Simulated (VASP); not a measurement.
# Lu (P6_3/mmc) in VASP: notebook, part 2 of 4

VASP 6.6.1.

## Step 4: Electric field gradients, PBE

This run uses another cell than the first one, of 29.06 Å³/atom.

INCAR

```
ALGO = Normal
EDIFF = 1E-8
ENCUT = 520
GGA = PE
ISIF = 2
ISMEAR = -1
LASPH = True
LCHARG = False
LEFG = True
LREAL = False
LWAVE = False
NBANDS = 32
NELM = 100
PREC = Accurate
SIGMA = 0.05
```

KPOINTS

```
k-points
0
Gamma
  12 12 6
```

POSCAR

```
Lu
1.0
    3.5044885091      0.0000000000      0.0000000000
   -1.7522442546      3.0349760762      0.0000000000
    0.0000000000      0.0000000000      5.4648504935
Lu
2
Direct
    0.3333333333      0.6666666667      0.2500000000
    0.6666666667      0.3333333333      0.7500000000
```

Potentials or basis: VASP PAW PBE potentials, release 64 (Lu).

The run is started by

```sh
> cat potpaw_PBE.64/Lu/POTCAR > POTCAR
> mpirun -np 1 vasp_std > vasp.out
```

OUTCAR:

```text
EDIFF = 1E-8
   ENCUT = 520
   GGA = PE
   ISIF = 2
   ISMEAR = -1
   LASPH = True
   LREAL = False
   NELM = 100
   PREC = Accurate

 ion  position               nearest neighbor table
   1  0.333  0.667  0.250-   2 3.40   2 3.40   2 3.40   2 3.40   2 3.40   2 3.40
   2  0.667  0.333  0.750-   1 3.40   1 3.40   1 3.40   1 3.40   1 3.40   1 3.40

  LATTYP: Found a hexagonal cell.
 ALAT       =     3.5044885091
 C/A-ratio  =     1.5593860500

  Lattice vectors:

 A1 = (   3.5044885091,   0.0000000000,   0.0000000000)
 A2 = (  -1.7522442546,   3.0349760762,   0.0000000000)
 A3 = (   0.0000000000,   0.0000000000,   5.4648504935)

Analysis of symmetry for initial positions (statically):
=====================================================================
 Subroutine PRICEL returns:
 Original cell was already a primitive cell.

 Routine SETGRP: Setting up the symmetry group for a
[... 1031 lines left out ...]
  energy-cutoff  :      520.00
  volume of cell :       58.12
      direct lattice vectors                 reciprocal lattice vectors
     3.504488509  0.000000000  0.000000000     0.285348346  0.164745944  0.000000000
    -1.752244255  3.034976076  0.000000000     0.000000000  0.329491889  0.000000000
     0.000000000  0.000000000  5.464850494     0.000000000  0.000000000  0.182987623

 POSITION                                       TOTAL-FORCE (eV/Angst)
 -----------------------------------------------------------------------------------
     -0.00000      2.02332      1.36621        -0.000000     -0.000000      0.000000
      1.75224      1.01166      4.09864         0.000000      0.000000      0.000000
 -----------------------------------------------------------------------------------
    total drift:                                0.000000     -0.000000      0.000000

  FREE ENERGIE OF THE ION-ELECTRON SYSTEM (eV)
  ---------------------------------------------------
  free  energy   TOTEN  =        -9.0560243275 eV

  energy  without entropy=       -9.0285839046  energy(sigma->0) =       -9.04230412

 Electric field gradients (V/A^2)
---------------------------------------------------------------------
 ion       V_xx      V_yy      V_zz      V_xy      V_xz      V_yz
---------------------------------------------------------------------
   1     -37.359   -37.360    74.719    -0.000    -0.000     0.000
   2     -37.359   -37.360    74.719    -0.000     0.000    -0.000
---------------------------------------------------------------------

 Electric field gradients after diagonalization (V/A^2)
 (convention: |V_zz| > |V_xx| > |V_yy|)
----------------------------------------------------------------------
 ion       V_xx      V_yy      V_zz     asymmetry (V_yy - V_xx)/ V_zz
----------------------------------------------------------------------
   1     -37.360   -37.359    74.719       0.000
   2     -37.360   -37.359    74.719       0.000
----------------------------------------------------------------------

           NMR quadrupolar parameters

 Cq : quadrupolar parameter    Cq=e*Q*V_zz/h
 eta: asymmetry parameters     (V_yy - V_xx)/ V_zz
 Q  : nuclear electric quadrupole moment in mb (millibarn)
----------------------------------------------------------------------
 ion       Cq(MHz)       eta       Q (mb)
----------------------------------------------------------------------
   1       0.181       0.000       1.000
   2       0.181       0.000       1.000
----------------------------------------------------------------------
```

OSZICAR:

```text
N       E                     dE             d eps       ncg     rms          rms(c)
DAV:   1     0.246156036912E+03    0.24616E+03   -0.19250E+04  6992   0.510E+03
DAV:   2     0.210302192739E+02   -0.22513E+03   -0.21636E+03  5320   0.570E+02
DAV:   3    -0.646335834659E+01   -0.27494E+02   -0.27018E+02  6960   0.119E+02
DAV:   4    -0.915524622432E+01   -0.26919E+01   -0.26757E+01  7408   0.249E+01
DAV:   5    -0.922788898256E+01   -0.72643E-01   -0.72611E-01  7464   0.450E+00    0.494E+00
DAV:   6    -0.909329038268E+01    0.13460E+00   -0.42517E-01  7712   0.823E+00    0.231E+00
DAV:   7    -0.905885422799E+01    0.34436E-01   -0.90713E-02  7144   0.185E+00    0.452E-01
DAV:   8    -0.905576991227E+01    0.30843E-02   -0.12182E-02  8096   0.891E-01    0.147E-01
DAV:   9    -0.905601759901E+01   -0.24769E-03   -0.14411E-03  5976   0.275E-01    0.115E-01
DAV:  10    -0.905602516579E+01   -0.75668E-05   -0.25433E-04  7744   0.113E-01    0.767E-03
DAV:  11    -0.905602536897E+01   -0.20318E-06   -0.91376E-06  6696   0.194E-02    0.971E-03
DAV:  12    -0.905602457846E+01    0.79051E-06   -0.12673E-06  6544   0.943E-03    0.783E-04
DAV:  13    -0.905602431992E+01    0.25855E-06   -0.59641E-08  6296   0.226E-03    0.507E-04
DAV:  14    -0.905602432747E+01   -0.75506E-08   -0.62698E-09  4056   0.615E-04
   1 F= -.90560243E+01 E0= -.90423041E+01  d E =-.274404E-01
```

stdout:

```text
POSCAR found type information on POSCAR Lu
 POSCAR found :  1 types and       2 ions
 scaLAPACK will be used
 LDA part: xc-table for (Slater+PW92), standard interpolation
 POSCAR, INCAR and KPOINTS ok, starting setup
 FFT: planning ... GRIDC
 FFT: planning ... GRID_SOFT
 FFT: planning ... GRID
 WAVECAR not read
 entering main loop
ion   1

ion   2
```

Wall time 3.1 min (1 thread of Intel Xeon 8259CL, shared host); peak memory 0.26 GiB.

Results:

```
Free energy                             : -9.0560 eV
Pressure                                : 0.2 GPa
Band gap on the k mesh                  : zero (bands 25 and 26 overlap by 1.87 eV)
Largest electric field gradient by atom : Lu +74.7 V/Å²
```

Electric field gradients, principal values (V/Å²):
```tsv
atom	least	middle	greatest (by size)
1 Lu	-37.359	-37.360	74.719
2 Lu	-37.359	-37.360	74.719
```

Caveat: without QUAD_EFG the Cq values of the log hold for a quadrupole moment of 1 mb, not for the nuclei; spin-orbit coupling is left out, which moves the levels of the heavy elements.

## Step 5: Electric field gradients, PBE (29.64 Å³/atom)

This run uses another cell than the first one, of 29.64 Å³/atom.

INCAR

```
PREC     = Accurate       # precision mode
ENCUT    = 520            # plane-wave cutoff, eV
EDIFF    = 1E-8           # SCF threshold, eV
ISMEAR   = -1             # smearing method
SIGMA    = 0.05           # smearing width, eV
LREAL    = F              # projectors in reciprocal space
LASPH    = T              # aspherical terms in the spheres
NELM     = 80             # most SCF steps
ALGO     = Normal         # electronic algorithm
ISIF     = 2              # what is computed and relaxed
LWAVE    = F              # write WAVECAR
LCHARG   = F              # write CHGCAR
GGA      = PE             # functional
LEFG     = T            
NBANDS   = 32             # bands
```

KPOINTS

```
Automatic mesh
0
Gamma
  12 12 6
```

POSCAR

```
Lu
1.0
    3.5276977187      0.0000000000      0.0000000000
   -1.7638488593      3.0550758412      0.0000000000
    0.0000000000      0.0000000000      5.5010426111
Lu
2
Direct
    0.3333333333      0.6666666667      0.2500000000
    0.6666666667      0.3333333333      0.7500000000
```

Potentials or basis: VASP PAW PBE potentials, release 64 (Lu).

The run is started by

```sh
> cat potpaw_PBE.64/Lu/POTCAR > POTCAR
> mpirun -np 1 vasp_std > vasp.out
```

OUTCAR:

```text
PREC = Accurate
   ENCUT = 520
   EDIFF = 1E-8
   ISMEAR = -1
   LREAL = F
   LASPH = T
   NELM = 80
   ISIF = 2
   GGA = PE

 ion  position               nearest neighbor table
   1  0.333  0.667  0.250-   2 3.42   2 3.42   2 3.42   2 3.42   2 3.42   2 3.42
   2  0.667  0.333  0.750-   1 3.42   1 3.42   1 3.42   1 3.42   1 3.42   1 3.42

  LATTYP: Found a hexagonal cell.
 ALAT       =     3.5276977187
 C/A-ratio  =     1.5593860500

  Lattice vectors:

 A1 = (   3.5276977187,   0.0000000000,   0.0000000000)
 A2 = (  -1.7638488593,   3.0550758412,   0.0000000000)
 A3 = (   0.0000000000,   0.0000000000,   5.5010426111)

Analysis of symmetry for initial positions (statically):
=====================================================================
 Subroutine PRICEL returns:
 Original cell was already a primitive cell.

 Routine SETGRP: Setting up the symmetry group for a
[... 1031 lines left out ...]
  energy-cutoff  :      520.00
  volume of cell :       59.29
      direct lattice vectors                 reciprocal lattice vectors
     3.527697719  0.000000000  0.000000000     0.283471000  0.163662058  0.000000000
    -1.763848859  3.055075841  0.000000000     0.000000000  0.327324116  0.000000000
     0.000000000  0.000000000  5.501042611     0.000000000  0.000000000  0.181783722

 POSITION                                       TOTAL-FORCE (eV/Angst)
 -----------------------------------------------------------------------------------
     -0.00000      2.03672      1.37526        -0.000000      0.000000      0.000000
      1.76385      1.01836      4.12578         0.000000      0.000000      0.000000
 -----------------------------------------------------------------------------------
    total drift:                                0.000000     -0.000000      0.000000

  FREE ENERGIE OF THE ION-ELECTRON SYSTEM (eV)
  ---------------------------------------------------
  free  energy   TOTEN  =        -9.0543824358 eV

  energy  without entropy=       -9.0258165095  energy(sigma->0) =       -9.04009947

 Electric field gradients (V/A^2)
---------------------------------------------------------------------
 ion       V_xx      V_yy      V_zz      V_xy      V_xz      V_yz
---------------------------------------------------------------------
   1     -35.260   -35.259    70.519     0.001    -0.000     0.000
   2     -35.260   -35.259    70.519     0.001     0.000    -0.000
---------------------------------------------------------------------

 Electric field gradients after diagonalization (V/A^2)
 (convention: |V_zz| > |V_xx| > |V_yy|)
----------------------------------------------------------------------
 ion       V_xx      V_yy      V_zz     asymmetry (V_yy - V_xx)/ V_zz
----------------------------------------------------------------------
   1     -35.260   -35.259    70.519       0.000
   2     -35.260   -35.259    70.519       0.000
----------------------------------------------------------------------

           NMR quadrupolar parameters

 Cq : quadrupolar parameter    Cq=e*Q*V_zz/h
 eta: asymmetry parameters     (V_yy - V_xx)/ V_zz
 Q  : nuclear electric quadrupole moment in mb (millibarn)
----------------------------------------------------------------------
 ion       Cq(MHz)       eta       Q (mb)
----------------------------------------------------------------------
   1       0.171       0.000       1.000
   2       0.171       0.000       1.000
----------------------------------------------------------------------
```

stdout:

```text
POSCAR found type information on POSCAR Lu
 POSCAR found :  1 types and       2 ions
 scaLAPACK will be used
 LDA part: xc-table for (Slater+PW92), standard interpolation
 POSCAR, INCAR and KPOINTS ok, starting setup
 FFT: planning ... GRIDC
 FFT: planning ... GRID_SOFT
 FFT: planning ... GRID
 WAVECAR not read
 entering main loop
ion   1

ion   2
```

It took 5.8 min on 1 thread of Intel Xeon 8259CL, shared host; peak memory 0.26 GiB.

What came out:

```yaml
Free_energy: -9.0544 eV
Pressure: -0.7 GPa
Band_gap_on_the_k_mesh: zero (bands 25 and 26 overlap by 1.84 eV)
Largest_electric_field_gradient_by_atom: Lu +70.5 V/Å²
```

Levels at points of the mesh, in eV from the Fermi level:
| k point | band 21 | band 22 | band 23 | band 24 | band 25 | band 26 | band 27 | band 28 | band 29 | band 30 |
| --- | --- | --- | --- | --- | --- | --- | --- | --- | --- | --- |
| (0.00, 0.00, 0.00) | -4.91 | -4.89 | -4.89 | -2.35 | 0.63 | 2.18 | 2.18 | 2.61 | 2.90 | 2.90 |
| (0.50, 0.00, 0.00) | -4.91 | -4.89 | -2.33 | -1.36 | -0.79 | -0.37 | 1.59 | 1.85 | 2.38 | 6.04 |
| (0.00, 0.00, 0.50) | -4.89 | -4.89 | -4.32 | -4.32 | 1.23 | 1.23 | 2.08 | 2.08 | 2.08 | 2.08 |
| (0.50, 0.00, 0.50) | -4.91 | -4.91 | -2.06 | -2.06 | 0.10 | 0.10 | 1.35 | 1.35 | 3.32 | 3.32 |

Electric field gradients, principal values (V/Å²):
```tsv
atom	least	middle	greatest (by size)
1 Lu	-35.259	-35.260	70.519
2 Lu	-35.259	-35.260	70.519
```

Caveat: without QUAD_EFG the Cq values of the log hold for a quadrupole moment of 1 mb, not for the nuclei; spin-orbit coupling is left out, which moves the levels of the heavy elements.

(Part 2 of 4 ends here.)
